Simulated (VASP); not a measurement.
# Cd (Im-3m) in VASP: single point with LDA

Aim: the single point of Cd with LDA.

All numbers are computed with VASP 6.6.1; they aren't measurements. Logs are shortened: lines on timing, memory, paths and dates and some standing lists are left out, and cuts for length are marked.

### Step 1. The cell of the first run

Symmetry: Im-3m, No. 229, cubic system. Conventional cell: a = 3.244 Å, b = 3.244 Å, c = 3.244 Å, α = 90.00°, β = 90.00°, γ = 90.00°. Within 3.7 Å of Cd (site symmetry m-3m) lie 14 Cd at 2.81 to 3.24 Å.

This isn't the form of Cd at room conditions, which is hcp.

### Step 2. Single point, LDA (17.07 Å³/atom)

INCAR reads:

```
SYSTEM = Cd
PREC     = Accurate       ! precision mode
ENCUT    = 630            ! plane-wave cutoff, eV
EDIFF    = 1E-6           ! SCF threshold, eV
ISMEAR   = -1             ! smearing method
SIGMA    = 0.1            ! smearing width, eV
LREAL    = .FALSE.        ! projectors in reciprocal space
LASPH    = .TRUE.         ! aspherical terms in the spheres
NELM     = 120            ! most SCF steps
ALGO     = Normal         ! electronic algorithm
ISIF     = 2              ! what is computed and relaxed
LWAVE    = .FALSE.        ! write WAVECAR
LCHARG   = .FALSE.        ! write CHGCAR
GGA      = CA             ! functional
NBANDS   = 16             ! bands
GGA_COMPAT= .FALSE.
```

KPOINTS reads:

```
regular mesh
0
G
  15 15 15
  0 0 0
```

POSCAR reads:

```
Cd
1.0
   -1.6219514573      1.6219514573      1.6219514573
    1.6219514573     -1.6219514573      1.6219514573
    1.6219514573      1.6219514573     -1.6219514573
Cd
1
Direct
    0.0000000000      0.0000000000      0.0000000000
```

Potentials or basis: VASP PAW LDA potentials, release 64 (Cd_sv_GW).

The run is started by

```bash
> cat potpaw_LDA.64/Cd_sv_GW/POTCAR > POTCAR
> mpirun -np 1 vasp_std > vasp.out
```

OUTCAR:

```text
SYSTEM = Cd
   PREC = Accurate
   ENCUT = 630
   EDIFF = 1E-6
   ISMEAR = -1
   LREAL = .FALSE.
   LASPH = .TRUE.
   NELM = 120
   ISIF = 2
   GGA = CA

 ion  position               nearest neighbor table
   1  0.000  0.000  0.000-

  LATTYP: Found a body centered cubic cell.
 ALAT       =     3.2439029146

  Lattice vectors:

 A1 = (  -1.6219514573,   1.6219514573,   1.6219514573)
 A2 = (   1.6219514573,  -1.6219514573,   1.6219514573)
 A3 = (   1.6219514573,   1.6219514573,  -1.6219514573)

Analysis of symmetry for initial positions (statically):
=====================================================================
 Subroutine PRICEL returns:
 Original cell was already a primitive cell.

 Routine SETGRP: Setting up the symmetry group for a
 body centered cubic supercell.

 Subroutine GETGRP returns: Found 48 space group operations
 (whereof 48 operations were pure point group operations)
 out of a pool of 48 trial point group operations.

The static configuration has the point symmetry O_h .

Analysis of symmetry for dynamics (positions and initial velocities):
=====================================================================
 Subroutine PRICEL returns:
 Original cell was already a primitive cell.

 Routine SETGRP: Setting up the symmetry group for a
 body centered cubic supercell.

 Subroutine GETGRP returns: Found 48 space group operations
 (whereof 48 operations were pure point group operations)
 out of a pool of 48 trial point group operations.

The dynamic configuration has the point symmetry O_h .

 Subroutine INISYM returns: Found 48 space group operations
 (whereof 48 operations are pure point group operations),
 and found     1 'primitive' translations

----------------------------------------------------------------------------------------

                                     Primitive cell

  volume of cell :      17.0676

  direct lattice vectors                    reciprocal lattice vectors
    -1.621951457  1.621951457  1.621951457     0.000000000  0.308270631  0.308270631
     1.621951457 -1.621951457  1.621951457     0.308270631  0.000000000  0.308270631
     1.621951457  1.621951457 -1.621951457     0.308270631  0.308270631  0.000000000

  length of vectors
     2.809302331  2.809302331  2.809302331     0.435960508  0.435960508  0.435960508

  position of ions in fractional coordinates (direct lattice)
     0.000000000  0.000000000  0.000000000

  ion indices of the primitive-cell ions
   primitive index   ion index
                 1           1

----------------------------------------------------------------------------------------

 KPOINTS: regular mesh

Automatic generation of k-mesh.
 Grid dimensions read from file:
 generate k-points for:   15   15   15

 Generating k-lattice:

  Cartesian coordinates                     Fractional coordinates (reciprocal lattice)
     0.000000000  0.020551375  0.020551375     0.066666667  0.000000000  0.000000000
     0.020551375  0.000000000  0.020551375     0.000000000  0.066666667  0.000000000
     0.020551375  0.020551375  0.000000000     0.000000000  0.000000000  0.066666667

  Length of vectors
     0.029064034  0.029064034  0.029064034

  Shift w.r.t. Gamma in fractional coordinates (k-lattice)
     0.000000000  0.000000000  0.000000000

 Subroutine IBZKPT returns following result:
 ===========================================

 Found    120 irreducible k-points:

 Following reciprocal coordinates:
            Coordinates               Weight
  0.000000  0.000000  0.000000      1.000000
  0.066667  0.000000  0.000000     12.000000
  0.133333  0.000000  0.000000     12.000000
  0.200000  0.000000  0.000000     12.000000
  0.266667  0.000000  0.000000     12.000000
  0.333333  0.000000  0.000000     12.000000
[... 16 lines left out ...]
  0.333333  0.200000  0.000000     48.000000
  0.400000  0.200000  0.000000     24.000000
 [... further k-points ...]
   k-points           NKPTS =    120   k-points in BZ     NKDIM =    120   number of bands    NBANDS=     16
   number of dos      NEDOS =    301   number of ions     NIONS =      1
   total plane-waves  NPLWV =  13824
   dimension x,y,z NGX =    24 NGY =   24 NGZ =   24
   dimension x,y,z NGXF=    48 NGYF=   48 NGZF=   48
   ions per type =               1
   NGX,Y,Z   is equivalent  to a cutoff of  14.20, 14.20, 14.20 a.u.
   NGXF,Y,Z  is equivalent  to a cutoff of  28.40, 28.40, 28.40 a.u.
 SYSTEM =  Cd
   PREC   = accura    normal or accurate (medium, high low for compatibility)
   ISTART =      0    job   : 0-new  1-cont  2-samecut
   ICHARG =      2    charge: 1-file 2-atom 10-const
   ISPIN  =      1    spin polarized calculation?
   LNONCOLLINEAR =      F non collinear calculations
   LSORBIT =      F    spin-orbit coupling
   LASPH  =      T    aspherical Exc in radial PAW
   ENCUT  =  630.0 eV  46.30 Ry    6.80 a.u.   5.75  5.75  5.75*2*pi/ulx,y,z
   NELM   =    120;   NELMIN=  2; NELMDL= -5     # of ELM steps
   EDIFF  = 0.1E-05   stopping-criterion for ELM
   LREAL  =      F    real-space projection
   EDIFFG = 0.1E-04   stopping-criterion for IOM
   NSW    =      0    number of steps for IOM
   IBRION =     -1    ionic relax: 0-MD 1-quasi-New 2-CG
   NFREE  =      0    steps in history (QN), initial steepest desc. (CG)
   ISIF   =      2    stress and relaxation
   ISYM   =      2    0-nonsym 1-usesym 2-fastsym
   POTIM  = 0.5000    time-step for ionic-motion
   TEBEG  =    0.0;   TEEND  =   0.0 temperature during run
   PSTRESS=    0.0 pullay stress
   NELECT =      20.0000    total number of electrons
   NUPDOWN=      -1.0000    fix difference up-down
   EMIN   =  10.00;   EMAX   =-10.00  energy-range for DOS
   EFERMI =   0.00;   METHOD = LEGACY
   ISMEAR =    -1;   SIGMA  =   0.10  broadening in eV -4-tet -1-fermi 0-gaus
   EFERMI_NEDOS =   21; number of points for ismear=-14 and -15
   IALGO  =     38    algorithm
   IMIX   =      4    mixing-type and parameters
     AMIX     =   0.40;   BMIX     =  1.00
     AMIX_MAG =   1.60;   BMIX_MAG =  1.00
  volume/ion in A,a.u.               =      17.07       115.18
  Fermi-wavevector in a.u.,A,eV,Ry     =   1.725945  3.261563 40.530212  2.978887
  Thomas-Fermi vector in A             =   2.801350
   LORBIT       =      0    0 simple, 1 ext, 2 COOP (PROOUT), +10 PAW based schemes
   GGA     = CA    functional components
   LHFCALC =     F    Hartree Fock is set to
   AEXX    =    0.0000 exact exchange contribution
   IVDW    =     0    specifies the selected vdW correction
   LEPSILON=     F    determine dielectric tensor
   LRPA    =     F    only Hartree local field effects (RPA)
 non-spin polarized calculation
  energy-cutoff  :      630.00
  volume of cell :       17.07
 maximum number of plane-waves:       627
   NGX = 11   NGY = 11   NGZ = 11

 number of electron      19.9999991 magnetization

 Free energy of the ion-electron system (eV)
  ---------------------------------------------------
  ext. energy  EPLUGINS =         0.00000000
  ---------------------------------------------------
  free energy    TOTEN  =        -1.29218948 eV

  energy without entropy =       -1.27952707  energy(sigma->0) =       -1.28585827

 E-fermi :   9.4085     XC(G=0): -13.0714

 val. band max:        9.3759740991   @ k =  -0.4000   0.4667   0.3333
 cond. band min:       9.4461046025   @ k =   0.4000   0.1333   0.0000
 fundamental gap:      0.0701305035
 Fermi energy:         9.4084848401

 k-point     1 :       0.0000    0.0000    0.0000
  band No.  band energies     occupation
      1     -93.9198      2.00000
      2     -55.2368      2.00000
      3     -55.2368      2.00000
      4     -55.2368      2.00000
      5      -1.8397      2.00000
      6      -1.0302      2.00000
[... 8 lines left out ...]
     15      29.1448      0.00000
     16      29.1455      0.00000

 k-point     2 :       0.0667    0.0000    0.0000
  band No.  band energies     occupation
      1     -93.9193      2.00000
      2     -55.2415      2.00000
      3     -55.2385      2.00000
      4     -55.2367      2.00000
      5      -1.6990      2.00000
      6      -1.0560      2.00000
[... 8 lines left out ...]
     15      28.0112      0.00000
     16      28.1823      0.00000

 k-point     3 :       0.1333    0.0000    0.0000
  band No.  band energies     occupation
      1     -93.9179      2.00000
      2     -55.2549      2.00000
      3     -55.2435      2.00000
      4     -55.2365      2.00000
      5      -1.3985      2.00000
      6      -1.1285      2.00000
[... 8 lines left out ...]
     15      26.6119      0.00000
     16      27.3838      0.00000

 k-point     4 :       0.2000    0.0000    0.0000
  band No.  band energies     occupation
      1     -93.9158      2.00000
      2     -55.2746      2.00000
      3     -55.2508      2.00000
      4     -55.2362      2.00000
      5      -1.3555      2.00000
      6      -1.2335      2.00000
[... 8 lines left out ...]
     15      26.1854      0.00000
     16      27.8511      0.00000

 k-point     5 :       0.2667    0.0000    0.0000
  band No.  band energies     occupation
      1     -93.9133      2.00000
      2     -55.2972      2.00000
      3     -55.2593      2.00000
      4     -55.2359      2.00000
      5      -1.4893      2.00000
      6      -1.3518      2.00000
[... 8 lines left out ...]
     15      26.0922      0.00000
     16      28.9824      0.00000

 k-point     6 :       0.3333    0.0000    0.0000
  band No.  band energies     occupation
      1     -93.9110      2.00000
      2     -55.3187      2.00000
      3     -55.2673      2.00000
      4     -55.2355      2.00000
      5      -1.6636      2.00000
      6      -1.4625      2.00000
[... 8 lines left out ...]
     15      26.1609      0.00000
     16      30.5309      0.00000
[... 267 lines left out ...]
 k-point    21 :       0.2000    0.2000    0.0000
  band No.  band energies     occupation
      1     -93.9105      2.00000
      2     -55.3159      2.00000
      3     -55.2679      2.00000
      4     -55.2449      2.00000
      5      -1.4959      2.00000
      6      -1.1810      2.00000
[... 8 lines left out ...]
     15      28.4491      0.00000
     16      31.1477      0.00000

 k-point    22 :       0.2667    0.2000    0.0000
  band No.  band energies     occupation
      1     -93.9088      2.00000
      2     -55.3257      2.00000
      3     -55.2783      2.00000
      4     -55.2464      2.00000
      5      -1.5669      2.00000
      6      -1.2336      2.00000
[... 8 lines left out ...]
     15      28.7345      0.00000
     16      31.7833      0.00000

 k-point    23 :       0.3333    0.2000    0.0000
  band No.  band energies     occupation
      1     -93.9076      2.00000
      2     -55.3312      2.00000
      3     -55.2867      2.00000
      4     -55.2470      2.00000
      5      -1.6232      2.00000
      6      -1.2889      2.00000
[... 8 lines left out ...]
     15      28.9695      0.00000
     16      31.7607      0.00000

 k-point    24 :       0.4000    0.2000    0.0000
  band No.  band energies     occupation
      1     -93.9072      2.00000
      2     -55.3329      2.00000
      3     -55.2900      2.00000
      4     -55.2471      2.00000
      5      -1.6455      2.00000
      6      -1.3092      2.00000
[... 8 lines left out ...]
     15      29.0583      0.00000
     16      31.7290      0.00000

 [... further k-points ...]
[... 5 lines left out ...]
  --------------------------------------------------------------------------------------
  -------------------------------------------------------------------------------------
  Total        1.9502477      1.9502477      1.9502477      0.0000000      0.0000000     -0.0000000
  in kB      183.0740586    183.0740586    183.0740586      0.0000000      0.0000000     -0.0000000
  external PRESSURE =     183.0740586 kB  Pullay stress =       0.0000000 kB

 VOLUME and BASIS-vectors are now :
 -----------------------------------------------------------------------------
  energy-cutoff  :      630.00
  volume of cell :       17.07
      direct lattice vectors                 reciprocal lattice vectors
    -1.621951457  1.621951457  1.621951457     0.000000000  0.308270631  0.308270631
     1.621951457 -1.621951457  1.621951457     0.308270631  0.000000000  0.308270631
     1.621951457  1.621951457 -1.621951457     0.308270631  0.308270631  0.000000000

 POSITION                                       TOTAL-FORCE (eV/Angst)
 -----------------------------------------------------------------------------------
      0.00000      0.00000      0.00000        -0.000000     -0.000000     -0.000000
 -----------------------------------------------------------------------------------
    total drift:                               -0.000000      0.000000      0.000000

  FREE ENERGIE OF THE ION-ELECTRON SYSTEM (eV)
  ---------------------------------------------------
  free  energy   TOTEN  =        -1.2921894788 eV

  energy  without entropy=       -1.2795270676  energy(sigma->0) =       -1.28585827
```

Run time: 22 s. Hardware: 1 thread of AMD EPYC 9R45 (Zen 5), shared host; peak memory 0.14 GiB.

Results:

```
Free energy            : -1.2922 eV
Pressure               : 18.3 GPa
Band gap on the k mesh : zero (bands 10 and 11 overlap by 3.37 eV)
```

Caveat: the cell stands under pressure.

The gap in the log of VASP goes by the Fermi energy; the results here count the filled bands.